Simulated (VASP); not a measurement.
# AlB2P3 (I-4m2) in VASP: notebook

The runs below take AlB2P3 through single point, with PBE.

Everything below comes from runs of VASP 6.6.1. Logs are shortened: lines on timing, memory, paths and dates and some standing lists are left out, and cuts for length are marked.

## (1) The cell of the first run

It takes space group I-4m2 (No. 119, tetragonal). The conventional cell has a = 3.396 Å, b = 3.396 Å, c = 15.080 Å, α = 90.00°, β = 90.00°, γ = 90.00°. Al (site symmetry -4m2) has 4 P at 2.31 Å within 3.1 Å. B (site symmetry 2mm) has 4 P at 2.02 to 2.03 Å within 2.7 Å. P (site symmetry 2mm) has 2 B at 2.02 Å and 2 Al at 2.31 Å within 2.7 Å. P (site symmetry -4m2) has 4 B at 2.03 Å within 2.7 Å.

## (2) Single point, PBE

File INCAR:

```
PREC = Accurate
ENCUT = 520
EDIFF = 1E-7
ISMEAR = 0
SIGMA = 0.1
LREAL = False
LASPH = True
NELM = 60
ALGO = Normal
ISIF = 2
LWAVE = False
LCHARG = False
GGA = PE
NBANDS = 21
```

File KPOINTS:

```
regular mesh
0
Gamma
  8 8 8
```

File POSCAR:

```
AlB2P3
1.0
   -1.6978036118      1.6978036118      7.5401271696
    1.6978036118     -1.6978036118      7.5401271696
    1.6978036118      1.6978036118     -7.5401271696
Al B P
1 2 3
Direct
    0.0000000000      0.0000000000      0.0000000000
    0.6763958506      0.6763958506      0.0000000000
    0.3236041494      0.3236041494      0.0000000000
    0.3962104792      0.8962104792      0.5000000000
    0.1037895208      0.6037895208      0.5000000000
    0.7500000000      0.2500000000      0.5000000000
```

Potentials or basis: VASP PAW PBE potentials, release 64 (Al, B, P).

The run is started by

```bash
$ cat potpaw_PBE.64/Al/POTCAR potpaw_PBE.64/B/POTCAR potpaw_PBE.64/P/POTCAR > POTCAR
$ mpirun -np 1 vasp_std > vasp.out
```

OUTCAR:

```text
PREC = Accurate
   ENCUT = 520
   EDIFF = 1E-7
   ISMEAR = 0
   LREAL = False
   LASPH = True
   NELM = 60
   ISIF = 2
   GGA = PE

 ion  position               nearest neighbor table
   1  0.000  0.000  0.000-   5 2.31   4 2.31   5 2.31   4 2.31
   2  0.676  0.676  0.000-   5 2.02   5 2.02   6 2.03   6 2.03
   3  0.324  0.324  0.000-   4 2.02   4 2.02   6 2.03   6 2.03
   4  0.396  0.896  0.500-   3 2.02   3 2.02   1 2.31   1 2.31
   5  0.104  0.604  0.500-   2 2.02   2 2.02   1 2.31   1 2.31
   6  0.750  0.250  0.500-   3 2.03   2 2.03   3 2.03   2 2.03

  LATTYP: Found a body centered tetragonal cell.
 ALAT       =     3.3956072236
 C/A-ratio  =     4.4411068025

  Lattice vectors:

 A1 = (  -1.6978036118,   1.6978036118,   7.5401271696)
 A2 = (   1.6978036118,  -1.6978036118,   7.5401271696)
 A3 = (   1.6978036118,   1.6978036118,  -7.5401271696)

Analysis of symmetry for initial positions (statically):
=====================================================================
 Subroutine PRICEL returns:
 Original cell was already a primitive cell.

 Routine SETGRP: Setting up the symmetry group for a
 body centered tetragonal supercell.

 Subroutine GETGRP returns: Found  8 space group operations
 (whereof  8 operations were pure point group operations)
 out of a pool of 16 trial point group operations.

The static configuration has the point symmetry D_2d.

Analysis of symmetry for dynamics (positions and initial velocities):
=====================================================================
 Subroutine PRICEL returns:
 Original cell was already a primitive cell.

 Routine SETGRP: Setting up the symmetry group for a
 body centered tetragonal supercell.

 Subroutine GETGRP returns: Found  8 space group operations
 (whereof  8 operations were pure point group operations)
 out of a pool of 16 trial point group operations.

The dynamic configuration has the point symmetry D_2d.

 Subroutine INISYM returns: Found  8 space group operations
 (whereof  8 operations are pure point group operations),
 and found     1 'primitive' translations

----------------------------------------------------------------------------------------

                                     Primitive cell

  volume of cell :      86.9388

  direct lattice vectors                    reciprocal lattice vectors
    -1.697803612  1.697803612  7.540127170     0.000000000  0.294498137  0.066311879
     1.697803612 -1.697803612  7.540127170     0.294498137  0.000000000  0.066311879
     1.697803612  1.697803612 -7.540127170     0.294498137  0.294498137  0.000000000

  length of vectors
     7.913191009  7.913191009  7.913191009     0.301871525  0.301871525  0.416483259

  position of ions in fractional coordinates (direct lattice)
     0.000000000  0.000000000  0.000000000
     0.676395851  0.676395851  0.000000000
     0.323604149  0.323604149  0.000000000
     0.396210479  0.896210479  0.500000000
     0.103789521  0.603789521  0.500000000
     0.750000000  0.250000000  0.500000000

  ion indices of the primitive-cell ions
   primitive index   ion index
                 1           1
                 2           2
                 3           3
                 4           4
                 5           5
                 6           6

----------------------------------------------------------------------------------------

 KPOINTS: regular mesh

Automatic generation of k-mesh.
 Grid dimensions read from file:
 generate k-points for:    8    8    8

 Generating k-lattice:

  Cartesian coordinates                     Fractional coordinates (reciprocal lattice)
     0.000000000  0.036812267  0.008288985     0.125000000  0.000000000  0.000000000
     0.036812267  0.000000000  0.008288985     0.000000000  0.125000000  0.000000000
     0.036812267  0.036812267  0.000000000     0.000000000  0.000000000  0.125000000

  Length of vectors
     0.037733941  0.037733941  0.052060407

  Shift w.r.t. Gamma in fractional coordinates (k-lattice)
     0.000000000  0.000000000  0.000000000

 Subroutine IBZKPT returns following result:
 ===========================================

 Found     59 irreducible k-points:

 Following reciprocal coordinates:
            Coordinates               Weight
  0.000000  0.000000  0.000000      1.000000
  0.125000  0.000000 -0.000000      8.000000
  0.250000  0.000000 -0.000000      8.000000
  0.375000  0.000000 -0.000000      8.000000
  0.500000  0.000000 -0.000000      4.000000
  0.125000  0.125000 -0.000000      8.000000
[... 16 lines left out ...]
  0.250000  0.125000  0.125000     16.000000
  0.375000  0.125000  0.125000      8.000000
 [... further k-points ...]
   k-points           NKPTS =     59   k-points in BZ     NKDIM =     59   number of bands    NBANDS=     21
   number of dos      NEDOS =    301   number of ions     NIONS =      6
   total plane-waves  NPLWV = 216000
   dimension x,y,z NGX =    60 NGY =   60 NGZ =   60
   dimension x,y,z NGXF=   120 NGYF=  120 NGZF=  120
   ions per type =               1   2   3
   NGX,Y,Z   is equivalent  to a cutoff of  12.61, 12.61, 12.61 a.u.
   NGXF,Y,Z  is equivalent  to a cutoff of  25.21, 25.21, 25.21 a.u.
 SYSTEM =  unknown system
   PREC   = accura    normal or accurate (medium, high low for compatibility)
   ISTART =      0    job   : 0-new  1-cont  2-samecut
   ICHARG =      2    charge: 1-file 2-atom 10-const
   ISPIN  =      1    spin polarized calculation?
   LNONCOLLINEAR =      F non collinear calculations
   LSORBIT =      F    spin-orbit coupling
   LASPH  =      T    aspherical Exc in radial PAW
   ENCUT  =  520.0 eV  38.22 Ry    6.18 a.u.  14.71 14.71 14.71*2*pi/ulx,y,z
   NELM   =     60;   NELMIN=  2; NELMDL= -5     # of ELM steps
   EDIFF  = 0.1E-06   stopping-criterion for ELM
   LREAL  =      F    real-space projection
   EDIFFG = 0.1E-05   stopping-criterion for IOM
   NSW    =      0    number of steps for IOM
   IBRION =     -1    ionic relax: 0-MD 1-quasi-New 2-CG
   NFREE  =      0    steps in history (QN), initial steepest desc. (CG)
   ISIF   =      2    stress and relaxation
   ISYM   =      2    0-nonsym 1-usesym 2-fastsym
   POTIM  = 0.5000    time-step for ionic-motion
   TEBEG  =    0.0;   TEEND  =   0.0 temperature during run
   PSTRESS=    0.0 pullay stress
   NELECT =      24.0000    total number of electrons
   NUPDOWN=      -1.0000    fix difference up-down
   EMIN   =  10.00;   EMAX   =-10.00  energy-range for DOS
   EFERMI =   0.00;   METHOD = LEGACY
   ISMEAR =     0;   SIGMA  =   0.10  broadening in eV -4-tet -1-fermi 0-gaus
   EFERMI_NEDOS =   21; number of points for ismear=-14 and -15
   IALGO  =     38    algorithm
   IMIX   =      4    mixing-type and parameters
     AMIX     =   0.40;   BMIX     =  1.00
     AMIX_MAG =   1.60;   BMIX_MAG =  1.00
  volume/ion in A,a.u.               =      14.49        97.78
  Fermi-wavevector in a.u.,A,eV,Ry     =   1.065960  2.014371 15.459888  1.136270
  Thomas-Fermi vector in A             =   2.201528
   LORBIT       =      0    0 simple, 1 ext, 2 COOP (PROOUT), +10 PAW based schemes
   GGA     = PE    functional components
   LHFCALC =     F    Hartree Fock is set to
   AEXX    =    0.0000 exact exchange contribution
   IVDW    =     0    specifies the selected vdW correction
   LEPSILON=     F    determine dielectric tensor
   LRPA    =     F    only Hartree local field effects (RPA)
 non-spin polarized calculation
 Gauss-broadening in eV      SIGMA  =   0.10
  energy-cutoff  :      520.00
  volume of cell :       86.94
 maximum number of plane-waves:      2364
   NGX = 29   NGY = 29   NGZ = 29

 number of electron      23.9999999 magnetization

 Free energy of the ion-electron system (eV)
  ---------------------------------------------------
  ext. energy  EPLUGINS =         0.00000000
  ---------------------------------------------------
  free energy    TOTEN  =       -34.95050985 eV

  energy without entropy =      -34.95050981  energy(sigma->0) =      -34.95050983

 E-fermi :   7.2522     XC(G=0): -10.2166

 val. band max:        6.9437763003   @ k =   0.0000   0.0000   0.0000
 cond. band min:       7.5667327231   @ k =   0.5000   0.5000   0.5000
 fundamental gap:      0.6229564228
 Fermi energy:         7.2521729693

 k-point     1 :       0.0000    0.0000    0.0000
  band No.  band energies     occupation
      1      -7.8135      2.00000
      2      -5.8468      2.00000
      3      -4.8667      2.00000
      4       0.8492      2.00000
      5       1.1866      2.00000
      6       2.6836      2.00000
[... 13 lines left out ...]
     20      11.7608      0.00000
     21      14.6211      0.00000

 k-point     2 :       0.1250    0.0000   -0.0000
  band No.  band energies     occupation
      1      -7.6455      2.00000
      2      -5.7533      2.00000
      3      -4.7036      2.00000
      4       0.3881      2.00000
      5       1.0605      2.00000
      6       2.4624      2.00000
[... 13 lines left out ...]
     20      12.3948      0.00000
     21      13.7655      0.00000

 k-point     3 :       0.2500    0.0000   -0.0000
  band No.  band energies     occupation
      1      -7.1514      2.00000
      2      -5.4719      2.00000
      3      -4.3634      2.00000
      4      -0.6359      2.00000
      5       0.2602      2.00000
      6       2.0491      2.00000
[... 13 lines left out ...]
     20      12.7790      0.00000
     21      12.9369      0.00000

 k-point     4 :       0.3750    0.0000   -0.0000
  band No.  band energies     occupation
      1      -6.3717      2.00000
      2      -5.0997      2.00000
      3      -4.3983      2.00000
      4      -1.1927      2.00000
      5      -0.7508      2.00000
      6       1.4488      2.00000
[... 13 lines left out ...]
     20      13.0802      0.00000
     21      13.5426      0.00000

 k-point     5 :       0.5000    0.0000   -0.0000
  band No.  band energies     occupation
      1      -5.5527      2.00000
      2      -5.2904      2.00000
      3      -4.6446      2.00000
      4      -1.4123      2.00000
      5      -0.6815      2.00000
      6       0.4577      2.00000
[... 13 lines left out ...]
     20      12.8864      0.00000
     21      13.0377      0.00000

 k-point     6 :       0.1250    0.1250   -0.0000
  band No.  band energies     occupation
      1      -7.4688      2.00000
      2      -5.7165      2.00000
      3      -4.4692      2.00000
      4       0.0726      2.00000
      5       1.0532      2.00000
      6       2.2086      2.00000
[... 13 lines left out ...]
     20      12.4457      0.00000
     21      13.0873      0.00000

 k-point     7 :       0.2500    0.1250   -0.0000
  band No.  band energies     occupation
      1      -6.9696      2.00000
      2      -5.4438      2.00000
      3      -4.1293      2.00000
      4      -0.5984      2.00000
      5       0.3875      2.00000
      6       1.7240      2.00000
[... 13 lines left out ...]
     20      12.6051      0.00000
     21      12.9336      0.00000
[... 291 lines left out ...]
      1      -5.0648      2.00000
      2      -3.8988      2.00000
      3      -3.7887      2.00000
      4      -1.3099      2.00000
      5      -0.5695      2.00000
      6       0.7606      2.00000
[... 13 lines left out ...]
     20      14.2566      0.00000
     21      14.8149      0.00000

 k-point    21 :       0.5000    0.5000   -0.0000
  band No.  band energies     occupation
      1      -3.9647      2.00000
      2      -3.5956      2.00000
      3      -3.4113      2.00000
      4      -1.7599      2.00000
      5      -1.6887      2.00000
      6       0.8998      2.00000
[... 13 lines left out ...]
     20      14.1264      0.00000
     21      14.5515      0.00000

 k-point    22 :       0.1250    0.1250    0.1250
  band No.  band energies     occupation
      1      -6.5173      2.00000
      2      -4.9454      2.00000
      3      -4.0179      2.00000
      4      -0.5319      2.00000
      5       0.0852      2.00000
      6       1.3430      2.00000
[... 13 lines left out ...]
     20      13.0969      0.00000
     21      13.4377      0.00000

 k-point    23 :       0.2500    0.1250    0.1250
  band No.  band energies     occupation
      1      -5.7537      2.00000
      2      -4.5478      2.00000
      3      -3.9647      2.00000
      4      -1.0100      2.00000
      5      -0.3639      2.00000
      6       1.1314      2.00000
[... 13 lines left out ...]
     20      13.3315      0.00000
     21      13.8161      0.00000

 k-point    24 :       0.3750    0.1250    0.1250
  band No.  band energies     occupation
      1      -4.9728      2.00000
      2      -4.6887      2.00000
      3      -4.1477      2.00000
      4      -1.0839      2.00000
      5      -0.6137      2.00000
      6       0.6738      2.00000
[... 13 lines left out ...]
     20      13.2726      0.00000
     21      13.9661      0.00000

 [... further k-points ...]

------------------------ aborting loop because EDIFF is reached ----------------------------------------

  FORCE on cell =-STRESS in cart. coord.  units (eV):
  Direction    XX          YY          ZZ          XY          YZ          ZX
  --------------------------------------------------------------------------------------
  -------------------------------------------------------------------------------------
  Total       -0.1140542     -0.1140542     -0.0676548      0.0000000      0.0000000      0.0000000
  in kB       -2.1018820     -2.1018820     -1.2467974      0.0000000      0.0000000      0.0000000
  external PRESSURE =      -1.8168538 kB  Pullay stress =       0.0000000 kB

 VOLUME and BASIS-vectors are now :
 -----------------------------------------------------------------------------
  energy-cutoff  :      520.00
  volume of cell :       86.94
      direct lattice vectors                 reciprocal lattice vectors
    -1.697803612  1.697803612  7.540127170     0.000000000  0.294498137  0.066311879
     1.697803612 -1.697803612  7.540127170     0.294498137  0.000000000  0.066311879
     1.697803612  1.697803612 -7.540127170     0.294498137  0.294498137  0.000000000

 POSITION                                       TOTAL-FORCE (eV/Angst)
 -----------------------------------------------------------------------------------
      0.00000      0.00000      0.00000         0.000000     -0.000000     -0.000000
      0.00000      0.00000     10.20022         0.000000     -0.000000      0.001454
      0.00000      0.00000      4.88003         0.000000     -0.000000     -0.001454
      1.69780     -0.00000      5.97495        -0.000000      0.000000      0.010429
      1.69780      0.00000      1.56517        -0.000000      0.000000     -0.010429
     -0.00000      1.69780      3.77006         0.000000     -0.000000     -0.000000
 -----------------------------------------------------------------------------------
    total drift:                               -0.000000      0.000000      0.000000

  FREE ENERGIE OF THE ION-ELECTRON SYSTEM (eV)
  ---------------------------------------------------
  free  energy   TOTEN  =       -34.9505098462 eV

  energy  without entropy=      -34.9505098112  energy(sigma->0) =      -34.95050983
```

Wall time 3 min (1 thread of Intel Xeon 6975P-C (Granite Rapids), shared host); peak memory 0.5 GiB.

Results:

```yaml
Free_energy: -34.9505 eV
Pressure: -0.2 GPa
Largest_force: 0.010 eV/Å
Band_gap_on_the_k_mesh: 0.62 eV, indirect (least direct gap 0.74 eV)
```

Forces on the atoms (eV/Å):
```
Al   0.000  0.000  0.000
B    0.000  0.000  0.001
B    0.000  0.000 -0.001
P    0.000  0.000  0.010
P    0.000  0.000 -0.010
P    0.000  0.000  0.000
```

Levels at points of the mesh, in eV from the valence-band top:
```
           k point  band 8  band 9  band 10  band 11  band 12  band 13  band 14  band 15  band 16  band 17
(0.00, 0.00, 0.00)   -2.87   -2.87    -0.71     0.00     0.00     0.74     0.83     2.06     2.41     3.09
(0.50, 0.00, 0.00)   -3.71   -2.76    -2.73    -2.11    -0.45     1.76     2.60     3.02     3.59     4.17
(0.50, 0.50, 0.00)   -5.03   -4.88    -4.77    -3.95    -3.79     0.72     1.01     2.37     2.87     3.42
(0.50, 0.50, 0.50)   -2.60   -2.60    -2.44    -0.53    -0.53     0.62     0.88     1.82     2.49     4.26
```

A k mesh can miss the band edges.

[end of part 1 of 2]
